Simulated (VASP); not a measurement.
# SiC (P6_3mc) in VASP: single point with PBE

Aim: the single point of SiC with PBE.

Everything below comes from runs of VASP 6.6.1. Logs are shortened: lines on timing, memory, paths and dates and some standing lists are left out, and cuts for length are marked.

### 1 The cell of the first run

Symmetry: P6_3mc, No. 186, hexagonal system. The conventional cell has a = 3.076 Å, b = 3.076 Å, c = 5.048 Å, α = 90.00°, β = 90.00°, γ = 120.00°. Within 2.5 Å of Si (site symmetry 3m) lie 4 C at 1.87 to 1.94 Å. Within 2.5 Å of C (site symmetry 3m) lie 4 Si at 1.87 to 1.94 Å.

### 2 Single point, PBE

INCAR

```
SYSTEM = SiC
PREC = Accurate
ENCUT = 520
EDIFF = 1E-7
ISMEAR = 0
SIGMA = 0.05
LREAL = .False.
LASPH = .True.
NELM = 60
ALGO = Normal
ISIF = 2
LWAVE = .False.
LCHARG = .False.
GGA = PE
NBANDS = 16
```

KPOINTS

```
Automatic mesh
0
Gamma
  12 12 6
  0 0 0
```

POSCAR

```
SiC
1.0
    3.0759982064      0.0000000000      0.0000000000
   -1.5379991032      2.6638925888      0.0000000000
    0.0000000000      0.0000000000      5.0480000000
Si C
2 2
Direct
    0.3333333333      0.6666666667      0.0000000000
    0.6666666667      0.3333333333      0.5000000000
    0.3333333333      0.6666666667      0.3850000000
    0.6666666667      0.3333333333      0.8850000000
```

Potentials or basis: VASP PAW PBE potentials, release 64 (Si, C).

Launch:

```sh
$ cat potpaw_PBE.64/Si/POTCAR potpaw_PBE.64/C/POTCAR > POTCAR
$ mpirun -np 1 vasp_std > vasp.out
```

OUTCAR:

```text
SYSTEM = SiC
   PREC = Accurate
   ENCUT = 520
   EDIFF = 1E-7
   ISMEAR = 0
   LREAL = .False.
   LASPH = .True.
   NELM = 60
   ISIF = 2
   GGA = PE

 ion  position               nearest neighbor table
   1  0.333  0.667  0.000-   4 1.87   4 1.87   4 1.87   3 1.94   2 3.09   2 3.09   2 3.09   2 3.09
                             2 3.09   2 3.09
   2  0.667  0.333  0.500-   3 1.87   3 1.87   3 1.87   4 1.94   1 3.09   1 3.09   1 3.09   1 3.09
                             1 3.09   1 3.09
   3  0.333  0.667  0.385-   2 1.87   2 1.87   2 1.87   1 1.94
   4  0.667  0.333  0.885-   1 1.87   1 1.87   1 1.87   2 1.94

  LATTYP: Found a hexagonal cell.
 ALAT       =     3.0759982064
 C/A-ratio  =     1.6410932846

  Lattice vectors:

 A1 = (   3.0759982064,   0.0000000000,   0.0000000000)
 A2 = (  -1.5379991032,   2.6638925888,   0.0000000000)
 A3 = (   0.0000000000,   0.0000000000,   5.0480000000)

Analysis of symmetry for initial positions (statically):
=====================================================================
 Subroutine PRICEL returns:
 Original cell was already a primitive cell.

 Routine SETGRP: Setting up the symmetry group for a
 hexagonal supercell.

 Subroutine GETGRP returns: Found 12 space group operations
 (whereof  6 operations were pure point group operations)
 out of a pool of 24 trial point group operations.

The static configuration has the point symmetry C_3v.
 The point group associated with its full space group is C_6v.

Analysis of symmetry for dynamics (positions and initial velocities):
=====================================================================
 Subroutine PRICEL returns:
 Original cell was already a primitive cell.

 Routine SETGRP: Setting up the symmetry group for a
 hexagonal supercell.

 Subroutine GETGRP returns: Found 12 space group operations
 (whereof  6 operations were pure point group operations)
 out of a pool of 24 trial point group operations.

The dynamic configuration has the point symmetry C_3v.
 The point group associated with its full space group is C_6v.

 Subroutine INISYM returns: Found 12 space group operations
 (whereof  6 operations are pure point group operations),
 and found     1 'primitive' translations

----------------------------------------------------------------------------------------

                                     Primitive cell

  volume of cell :      41.3640

  direct lattice vectors                    reciprocal lattice vectors
     3.075998206  0.000000000  0.000000000     0.325097719  0.187695255  0.000000000
[... 96 lines left out ...]
   ISIF   =      2    stress and relaxation
   ISYM   =      2    0-nonsym 1-usesym 2-fastsym
   POTIM  = 0.5000    time-step for ionic-motion
   TEBEG  =    0.0;   TEEND  =   0.0 temperature during run
   PSTRESS=    0.0 pullay stress
   NELECT =      16.0000    total number of electrons
   NUPDOWN=      -1.0000    fix difference up-down
   EMIN   =  10.00;   EMAX   =-10.00  energy-range for DOS
   EFERMI =   0.00;   METHOD = LEGACY
   ISMEAR =     0;   SIGMA  =   0.05  broadening in eV -4-tet -1-fermi 0-gaus
   EFERMI_NEDOS =   21; number of points for ismear=-14 and -15
   IALGO  =     38    algorithm
   IMIX   =      4    mixing-type and parameters
     AMIX     =   0.40;   BMIX     =  1.00
     AMIX_MAG =   1.60;   BMIX_MAG =  1.00
  volume/ion in A,a.u.               =      10.34        69.78
  Fermi-wavevector in a.u.,A,eV,Ry     =   1.192818  2.254099 19.358564  1.422814
  Thomas-Fermi vector in A             =   2.328847
   LORBIT       =      0    0 simple, 1 ext, 2 COOP (PROOUT), +10 PAW based schemes
   GGA     = PE    functional components
   LHFCALC =     F    Hartree Fock is set to
   AEXX    =    0.0000 exact exchange contribution
   IVDW    =     0    specifies the selected vdW correction
   LEPSILON=     F    determine dielectric tensor
   LRPA    =     F    only Hartree local field effects (RPA)
 non-spin polarized calculation
 Gauss-broadening in eV      SIGMA  =   0.05
  energy-cutoff  :      520.00
  volume of cell :       41.36
 maximum number of plane-waves:      1132
 NGX is ok and might be reduce to    24
   NGX = 11   NGY = 11   NGZ = 19

 number of electron      16.0000000 magnetization

 Free energy of the ion-electron system (eV)
  ---------------------------------------------------
  ext. energy  EPLUGINS =         0.00000000
  ---------------------------------------------------
  free energy    TOTEN  =       -30.06728519 eV

  energy without entropy =      -30.06728519  energy(sigma->0) =      -30.06728519

 E-fermi :   8.6206     XC(G=0): -11.3484

 val. band max:        8.4095142878   @ k =   0.0000   0.0000   0.0000
 cond. band min:      10.7322476777   @ k =   0.3333   0.3333   0.0000
 fundamental gap:      2.3227333898
 Fermi energy:         8.6206462711

 k-point     1 :       0.0000    0.0000    0.0000
  band No.  band energies     occupation
      1      -7.3150      2.00000
      2      -3.8128      2.00000
      3      -0.2831      2.00000
      4       6.8534      2.00000
      5       6.8534      2.00000
      6       8.1339      2.00000
[... 433 lines left out ...]
      3       0.9733      2.00000
      4       2.6586      2.00000
      5       3.4075      2.00000
      6       5.3352      2.00000
[... 8 lines left out ...]
     15      19.5105      0.00000
     16      20.3336      0.00000

 [... further k-points ...]

------------------------ aborting loop because EDIFF is reached ----------------------------------------

  FORCE on cell =-STRESS in cart. coord.  units (eV):
  Direction    XX          YY          ZZ          XY          YZ          ZX
  --------------------------------------------------------------------------------------
  -------------------------------------------------------------------------------------
  Total        1.3563011      1.3563011      0.1066662     -0.0000000      0.0000000      0.0000000
  in kB       52.5344966     52.5344966      4.1315733     -0.0000000      0.0000000      0.0000000
  external PRESSURE =      36.4001888 kB  Pullay stress =       0.0000000 kB

 VOLUME and BASIS-vectors are now :
 -----------------------------------------------------------------------------
  energy-cutoff  :      520.00
  volume of cell :       41.36
      direct lattice vectors                 reciprocal lattice vectors
     3.075998206  0.000000000  0.000000000     0.325097719  0.187695255  0.000000000
    -1.537999103  2.663892589  0.000000000     0.000000000  0.375390511  0.000000000
     0.000000000  0.000000000  5.048000000     0.000000000  0.000000000  0.198098257

 POSITION                                       TOTAL-FORCE (eV/Angst)
 -----------------------------------------------------------------------------------
     -0.00000      1.77593      0.00000        -0.000000     -0.000000      0.752698
      1.53800      0.88796      2.52400         0.000000      0.000000      0.752698
     -0.00000      1.77593      1.94348         0.000000      0.000000     -0.752698
      1.53800      0.88796      4.46748         0.000000     -0.000000     -0.752698
 -----------------------------------------------------------------------------------
    total drift:                                0.000000      0.000000     -0.000280

  FREE ENERGIE OF THE ION-ELECTRON SYSTEM (eV)
  ---------------------------------------------------
  free  energy   TOTEN  =       -30.0672851921 eV

  energy  without entropy=      -30.0672851921  energy(sigma->0) =      -30.06728519
```

It took 18 s on 1 thread of Intel Xeon 6975P-C, shared host; peak memory 0.18 GiB.

Results:

```yaml
Free_energy: -30.0673 eV
Pressure: 3.6 GPa
Largest_force: 0.753 eV/Å
Band_gap_on_the_k_mesh: 2.32 eV, indirect (least direct gap 4.08 eV)
```

Forces on the atoms (eV/Å):
```
Si   0.000  0.000  0.753
Si   0.000  0.000  0.753
C    0.000  0.000 -0.753
C    0.000  0.000 -0.753
```

Stress tensor (GPa, compression positive):
```
5.25 0.00 0.00
0.00 5.25 0.00
0.00 0.00 0.41
```

Levels at points of the mesh, in eV from the valence-band top:
```tsv
k point	band 6	band 7	band 8	band 9	band 10	band 11
(0.00, 0.00, 0.00)	-0.28	-0.28	0.00	4.63	6.03	6.51
(0.50, 0.00, 0.00)	-3.54	-3.26	-1.49	2.59	4.20	6.74
(0.00, 0.00, 0.50)	-0.97	-0.97	-0.97	5.71	5.71	7.17
(0.50, 0.00, 0.50)	-2.69	-2.34	-2.34	3.17	3.17	5.00
```

A k mesh can miss the band edges. As with any semilocal functional, this PBE gap is likely too small.
